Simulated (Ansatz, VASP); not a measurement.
BiS in VASP and in Ansatz

```
Bi S
1.0
     3.58410    0.00000    0.00000
     0.00000    3.58410    0.00000
     0.00000    0.00000    3.58410
Bi S
1 1
Direct
  0.50000 0.50000 0.50000
  0.00000 0.00000 0.00000
```

Change from the starting cell: species swapped into the ZrIr type (Pm-3m, No. 221).

Alike in both runs: functional PBE; k mesh 4 × 4 × 4; occupations gaussian, width 0.1 eV; no spin polarisation.

Ansatz relaxed the structure, and its values are those at the end. VASP's run is a single point on that final structure, the one shown.

|  | VASP | Ansatz |
| --- | --- | --- |
| version | VASP 6.6.1 | Ansatz 0.2.0 |
| potentials or method | VASP PAW PBE potentials, release 64 (Bi_d, S), cutoff 520 eV | scalar-relativistic, plane waves, PAW |
| valence electrons in the cell | 21 | 21 |

|  | VASP | Ansatz | Ansatz less VASP |
| --- | --- | --- | --- |
| gap on the k mesh at the Fermi level (eV) | none | none | - |
| pressure (GPa) | 0.3 | 0.4 | +0.08 |

A gap of «none» marks a metal or a gap that the smearing closes.

The k mesh is coarse, so the values compare programs but aren't converged. Spin-orbit coupling is off throughout.
